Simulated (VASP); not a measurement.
# Al in VASP: a series of runs

Runs on Al. Level: PBE+D3(BJ). Tasks: single point.

Everything below comes from runs of VASP 6.6.1. Logs are shortened: lines on timing, memory, paths and dates and some standing lists are left out, and cuts for length are marked.

## 1. The cell of the first run

It takes space group Cm (No. 8, monoclinic). Conventional cell: a = 4.875 Å, b = 2.814 Å, c = 18.487 Å, α = 90.00°, β = 91.26°, γ = 90.00°. Al (site symmetry m) has 12 Al at 2.61 to 2.97 Å within 3.4 Å. Al (site symmetry m) has 12 Al at 2.81 to 2.82 Å within 3.7 Å. Within 3.7 Å of Al (site symmetry m) lie 12 Al at 2.81 to 2.82 Å. Within 3.7 Å of Al (site symmetry m) lie 12 Al at 2.81 to 2.82 Å. Within 3.7 Å of Al (site symmetry m) lie 12 Al at 2.81 to 2.82 Å. Al (site symmetry m) has 12 Al at 2.81 to 2.82 Å within 3.7 Å. Al (site symmetry m) has 12 Al at 2.61 to 2.97 Å within 3.4 Å. Al (site symmetry m) has 12 Al at 2.81 to 2.82 Å within 3.7 Å.

## 2. Single point, PBE+D3(BJ)

Input file INCAR:

```
ALGO = Fast
EDIFF = 1E-7
ENCUT = 520
GGA = PE
ISIF = 2
ISMEAR = 0
ISYM = 0
IVDW = 12
LASPH = True
LCHARG = False
LREAL = False
LWAVE = False
NBANDS = 22
NELM = 80
PREC = Accurate
SIGMA = 0.15
```

Input file KPOINTS:

```
k-points
0
Gamma
  16 16 2
```

Input file POSCAR:

```
Al
1.0
   -2.8144222649      0.0000000000      0.0000000000
   -1.4072111325     -2.4373611784      0.0000000000
   -1.7590139156     -2.2342477468     18.4820941423
Al
8
Direct
    0.9895833333      0.9427083333      0.0625000000
    0.9062500000      0.4843750000      0.5625000000
    0.2187500000     -0.2968750000      0.6875000000
    0.3020833333      0.1614583333      0.1875000000
   -0.1354166667     -0.7447916667      0.8125000000
   -0.0520833333     -0.2864583333      0.3125000000
    0.5104166667     -0.1927083333      0.9375000000
    0.5937500000      0.2656250000      0.4375000000
```

Potentials or basis: VASP PAW PBE potentials, release 64 (Al).

The run is started by

```console
$ cat potpaw_PBE.64/Al/POTCAR > POTCAR
$ mpirun -np 1 vasp_std > vasp.out
```

OUTCAR:

```text
EDIFF = 1E-7
   ENCUT = 520
   GGA = PE
   ISIF = 2
   ISMEAR = 0
   ISYM = 0
   IVDW = 12
   LASPH = True
   LREAL = False
   NELM = 80
   PREC = Accurate
 IVDW          = 12

 ion  position               nearest neighbor table
   1  0.990  0.943  0.062-   7 2.61   4 2.82   4 2.82   4 2.82   7 2.97   7 2.97
   2  0.906  0.484  0.562-   8 2.82   3 2.82   8 2.82   3 2.82   3 2.82   8 2.82
   3  0.219  0.703  0.688-   5 2.82   5 2.82   2 2.82   2 2.82   2 2.82   5 2.82
   4  0.302  0.161  0.188-   6 2.82   1 2.82   1 2.82   1 2.82   6 2.82   6 2.82
   5  0.865  0.255  0.812-   7 2.82   3 2.82   3 2.82   7 2.82   7 2.82   3 2.82
   6  0.948  0.714  0.312-   4 2.82   8 2.82   8 2.82   4 2.82   4 2.82   8 2.82
   7  0.510  0.807  0.938-   1 2.61   5 2.82   5 2.82   5 2.82   1 2.97   1 2.97
   8  0.594  0.266  0.438-   6 2.82   6 2.82   2 2.82   2 2.82   2 2.82   6 2.82

IMPORTANT INFORMATION: All symmetrisations will be switched off!
NOSYMM: (Re-)initialisation of all symmetry stuff for point group C_1.

----------------------------------------------------------------------------------------

                                     Primitive cell

  volume of cell :     126.7828

  direct lattice vectors                    reciprocal lattice vectors
    -2.814422265  0.000000000  0.000000000    -0.355312709  0.205139888 -0.009017737
    -1.407211133 -2.437361178  0.000000000     0.000000000 -0.410279777 -0.049597554
    -1.759013916 -2.234247747 18.482094142     0.000000000  0.000000000  0.054106423

  length of vectors
     2.814422265  2.814422265 18.699566755     0.410378867  0.413266757  0.054106423

  position of ions in fractional coordinates (direct lattice)
     0.989583333  0.942708333  0.062500000
     0.906250000  0.484375000  0.562500000
     0.218750000  0.703125000  0.687500000
     0.302083333  0.161458333  0.187500000
     0.864583333  0.255208333  0.812500000
     0.947916667  0.713541667  0.312500000
     0.510416667  0.807291667  0.937500000
     0.593750000  0.265625000  0.437500000

  ion indices of the primitive-cell ions
   primitive index   ion index
                 1           1
                 2           2
                 3           3
                 4           4
                 5           5
                 6           6
                 7           7
                 8           8

----------------------------------------------------------------------------------------

 KPOINTS: k-points

Automatic generation of k-mesh.
 Grid dimensions read from file:
 generate k-points for:   16   16    2

 Generating k-lattice:

  Cartesian coordinates                     Fractional coordinates (reciprocal lattice)
    -0.022207044  0.012821243 -0.000563609     0.062500000  0.000000000  0.000000000
     0.000000000 -0.025642486 -0.003099847     0.000000000  0.062500000  0.000000000
     0.000000000  0.000000000  0.027053211     0.000000000  0.000000000  0.500000000

  Length of vectors
     0.025648679  0.025829172  0.027053211

  Shift w.r.t. Gamma in fractional coordinates (k-lattice)
     0.000000000  0.000000000  0.000000000

 -----------------------------------------------------------------------------
|                                                                             |
|           W    W    AA    RRRRR   N    N  II  N    N   GGGG   !!!           |
|           W    W   A  A   R    R  NN   N  II  NN   N  G    G  !!!           |
|           W    W  A    A  R    R  N N  N  II  N N  N  G       !!!           |
|           W WW W  AAAAAA  RRRRR   N  N N  II  N  N N  G  GGG   !            |
|           WW  WW  A    A  R   R   N   NN  II  N   NN  G    G                |
|           W    W  A    A  R    R  N    N  II  N    N   GGGG   !!!           |
|                                                                             |
|     Your reciprocal lattice and k-lattice belong to different lattice       |
|     classes:                                                                |
|                                                                             |
|        The reciprocal lattice is base-centered monoclinic,                  |
|        whereas your k-lattice is triclinic.                                 |
|                                                                             |
|     Results are often still useful ...                                      |
|                                                                             |
 -----------------------------------------------------------------------------

 WARNING: IBZKPT: internal override: KBLOWUP is changed to .FALSE.
      ... skipping the blow-up phase ...

 Subroutine IBZKPT returns following result:
 ===========================================

 Found    260 irreducible k-points:

 Following reciprocal coordinates:
            Coordinates               Weight
  0.000000  0.000000  0.000000      1.000000
  0.062500  0.000000  0.000000      2.000000
  0.125000  0.000000  0.000000      2.000000
  0.187500  0.000000  0.000000      2.000000
  0.250000  0.000000  0.000000      2.000000
  0.312500  0.000000  0.000000      2.000000
[... 16 lines left out ...]
 -0.187500  0.062500  0.000000      2.000000
 -0.125000  0.062500  0.000000      2.000000
 [... further k-points ...]
   k-points           NKPTS =    260   k-points in BZ     NKDIM =    260   number of bands    NBANDS=     22
   number of dos      NEDOS =    301   number of ions     NIONS =      8
   total plane-waves  NPLWV =  80640
   dimension x,y,z NGX =    24 NGY =   24 NGZ =  140
   dimension x,y,z NGXF=    48 NGYF=   48 NGZF=  280
   ions per type =               8
   NGX,Y,Z   is equivalent  to a cutoff of  14.18, 14.18, 12.45 a.u.
   NGXF,Y,Z  is equivalent  to a cutoff of  28.35, 28.35, 24.89 a.u.
 SYSTEM =  unknown system
   PREC   = accura    normal or accurate (medium, high low for compatibility)
   ISTART =      0    job   : 0-new  1-cont  2-samecut
   ICHARG =      2    charge: 1-file 2-atom 10-const
   ISPIN  =      1    spin polarized calculation?
   LNONCOLLINEAR =      F non collinear calculations
   LSORBIT =      F    spin-orbit coupling
   LASPH  =      T    aspherical Exc in radial PAW
   ENCUT  =  520.0 eV  38.22 Ry    6.18 a.u.   5.23  5.23 34.77*2*pi/ulx,y,z
   NELM   =     80;   NELMIN=  2; NELMDL= -5     # of ELM steps
   EDIFF  = 0.1E-06   stopping-criterion for ELM
   LREAL  =      F    real-space projection
   EDIFFG = 0.1E-05   stopping-criterion for IOM
   NSW    =      0    number of steps for IOM
   IBRION =     -1    ionic relax: 0-MD 1-quasi-New 2-CG
   NFREE  =      0    steps in history (QN), initial steepest desc. (CG)
   ISIF   =      2    stress and relaxation
   ISYM   =      0    0-nonsym 1-usesym 2-fastsym
   POTIM  = 0.5000    time-step for ionic-motion
   TEBEG  =    0.0;   TEEND  =   0.0 temperature during run
   PSTRESS=    0.0 pullay stress
   NELECT =      24.0000    total number of electrons
   NUPDOWN=      -1.0000    fix difference up-down
   EMIN   =  10.00;   EMAX   =-10.00  energy-range for DOS
   EFERMI =   0.00;   METHOD = LEGACY
   ISMEAR =     0;   SIGMA  =   0.15  broadening in eV -4-tet -1-fermi 0-gaus
   EFERMI_NEDOS =   21; number of points for ismear=-14 and -15
   IALGO  =     68    algorithm
   IMIX   =      4    mixing-type and parameters
     AMIX     =   0.40;   BMIX     =  1.00
     AMIX_MAG =   1.60;   BMIX_MAG =  1.00
  volume/ion in A,a.u.               =      15.85       106.95
  Fermi-wavevector in a.u.,A,eV,Ry     =   0.939994  1.776331 12.021957  0.883589
  Thomas-Fermi vector in A             =   2.067362
   LORBIT       =      0    0 simple, 1 ext, 2 COOP (PROOUT), +10 PAW based schemes
   GGA     = PE    functional components
   LHFCALC =     F    Hartree Fock is set to
   AEXX    =    0.0000 exact exchange contribution
   IVDW    =    12    specifies the selected vdW correction
   LEPSILON=     F    determine dielectric tensor
   LRPA    =     F    only Hartree local field effects (RPA)
 non-spin polarized calculation
 RMM-DIIS sequential band-by-band and
 Gauss-broadening in eV      SIGMA  =   0.15
  energy-cutoff  :      520.00
  volume of cell :      126.78
 maximum number of plane-waves:      3446
 NGX is ok and might be reduce to    24
   NGX = 11   NGY = 11   NGZ = 69

 number of electron      24.0000000 magnetization

 Free energy of the ion-electron system (eV)
  ---------------------------------------------------
  ext. energy  EPLUGINS =         0.00000000
  ---------------------------------------------------
  free energy    TOTEN  =       -29.76690668 eV

  energy without entropy =      -29.73000388  energy(sigma->0) =      -29.74845528

 E-fermi :   8.4245     XC(G=0): -10.3435

 val. band max:        8.4212844691   @ k =   0.4375   0.1250   0.0000
 cond. band min:       8.4276832718   @ k =   0.1875   0.0625  -0.0000
 fundamental gap:      0.0063988027
 Fermi energy:         8.4244778513

 k-point     1 :       0.0000    0.0000    0.0000
  band No.  band energies     occupation
      1      -2.9906      2.00000
      2      -2.5599      2.00000
      3      -2.5559      2.00000
      4      -1.2696      2.00000
      5      -1.2665      2.00000
      6       0.8550      2.00000
[... 14 lines left out ...]
     21      19.8377      0.00000
     22      19.9241      0.00000

 k-point     2 :       0.0625    0.0000    0.0000
  band No.  band energies     occupation
      1      -2.8933      2.00000
      2      -2.4700      2.00000
      3      -2.4517      2.00000
      4      -1.1897      2.00000
      5      -1.1542      2.00000
      6       0.9236      2.00000
[... 14 lines left out ...]
     21      18.7337      0.00000
     22      18.7823      0.00000

 k-point     3 :       0.1250    0.0000    0.0000
  band No.  band energies     occupation
      1      -2.6017      2.00000
      2      -2.1882      2.00000
      3      -2.1522      2.00000
      4      -0.9194      2.00000
      5      -0.8487      2.00000
      6       1.1809      2.00000
[... 14 lines left out ...]
     21      17.2488      0.00000
     22      17.5797      0.00000

 k-point     4 :       0.1875    0.0000    0.0000
  band No.  band energies     occupation
      1      -2.1172      2.00000
      2      -1.7140      2.00000
      3      -1.6604      2.00000
      4      -0.4585      2.00000
      5      -0.3529      2.00000
      6       1.6257      2.00000
[... 14 lines left out ...]
     21      16.4095      0.00000
     22      16.6813      0.00000

 k-point     5 :       0.2500    0.0000    0.0000
  band No.  band energies     occupation
      1      -1.4418      2.00000
      2      -1.0494      2.00000
      3      -0.9785      2.00000
      4       0.1911      2.00000
      5       0.3308      2.00000
      6       2.2555      2.00000
[... 417 lines left out ...]
 k-point    22 :      -0.2500    0.0625   -0.0000
  band No.  band energies     occupation
      1      -0.9623      2.00000
      2      -0.5497      2.00000
      3      -0.5223      2.00000
      4       0.7069      2.00000
      5       0.7614      2.00000
      6       2.7806      2.00000
[... 14 lines left out ...]
     21      14.1423      0.00000
     22      14.3802      0.00000

 k-point    23 :      -0.1875    0.0625    0.0000
  band No.  band energies     occupation
      1      -1.7311      2.00000
      2      -1.3249      2.00000
      3      -1.2798      2.00000
      4      -0.0693      2.00000
      5       0.0201      2.00000
      6       2.0111      2.00000
[... 14 lines left out ...]
     21      14.6904      0.00000
     22      15.1608      0.00000

 k-point    24 :      -0.1250    0.0625    0.0000
  band No.  band energies     occupation
      1      -2.3105      2.00000
      2      -1.9115      2.00000
      3      -1.8484      2.00000
      4      -0.6590      2.00000
      5      -0.5341      2.00000
      6       1.4230      2.00000
[... 14 lines left out ...]
     21      15.7904      0.00000
     22      16.7443      0.00000

 [... further k-points ...]

------------------------ aborting loop because EDIFF is reached ----------------------------------------

 Edisp (eV)   -2.80572

 E8    (eV) :    -1.2553

  FORCE on cell =-STRESS in cart. coord.  units (eV):
  Direction    XX          YY          ZZ          XY          YZ          ZX
  --------------------------------------------------------------------------------------
  -------------------------------------------------------------------------------------
  Total      -0.21258    -0.29989     1.14587     0.02357    -0.60179     0.52461
  in kB      -2.68638    -3.78980    14.48058     0.29789    -7.60491     6.62956
  external pressure =        2.67 kB  Pullay stress =        0.00 kB

 VOLUME and BASIS-vectors are now :
 -----------------------------------------------------------------------------
  energy-cutoff  :      520.00
  volume of cell :      126.78
      direct lattice vectors                 reciprocal lattice vectors
    -2.814422265  0.000000000  0.000000000    -0.355312709  0.205139888 -0.009017737
    -1.407211133 -2.437361178  0.000000000     0.000000000 -0.410279777 -0.049597554
    -1.759013916 -2.234247747 18.482094142     0.000000000  0.000000000  0.054106423

 POSITION                                       TOTAL-FORCE (eV/Angst)
 -----------------------------------------------------------------------------------
     -4.22163     -2.43736      1.15513         0.243663     -0.139929      0.224271
     -4.22163     -2.43736     10.39618         0.003499     -0.001949     -0.004626
     -2.81442     -3.24981     12.70644         0.000773     -0.001498      0.001734
     -1.40721     -0.81245      3.46539         0.013074     -0.009075      0.004212
     -4.22163     -2.43736     15.01670         0.026298     -0.014659      0.011064
     -4.22163     -2.43736      5.77565         0.002754     -0.002290      0.001521
     -4.22163     -4.06227     17.32696        -0.286304      0.166588     -0.236523
     -2.81442     -1.62491      8.08592        -0.003757      0.002811     -0.001654
 -----------------------------------------------------------------------------------
    total drift:                                0.000003     -0.000002     -0.000004

  FREE ENERGIE OF THE ION-ELECTRON SYSTEM (eV)
  ---------------------------------------------------
  free  energy   TOTEN  =       -32.5726296438 eV

  energy  without entropy=      -32.5357268356  energy(sigma->0) =      -32.55417824
```

Wall time 5.8 min (1 thread of Intel Xeon 6975P-C (Granite Rapids), shared host); peak memory 0.62 GiB.

Results:

```yaml
Free_energy: -32.5726 eV
Pressure: 0.3 GPa
Largest_force: 0.407 eV/Å
Band_gap_on_the_k_mesh: zero (bands 12 and 13 overlap by 5.26 eV)
Dispersion_energy_per_atom: -0.351 eV
```

Forces in eV/Å, atoms in the order of the input:
```
Al   0.244 -0.140  0.224
Al   0.003 -0.002 -0.005
Al   0.001 -0.001  0.002
Al   0.013 -0.009  0.004
Al   0.026 -0.015  0.011
Al   0.003 -0.002  0.002
Al  -0.286  0.167 -0.237
Al  -0.004  0.003 -0.002
```

Stress tensor (GPa, compression positive):
```
-0.27  0.03  0.66
 0.03 -0.38 -0.76
 0.66 -0.76  1.45
```

(Continued in part 2 of 2.)
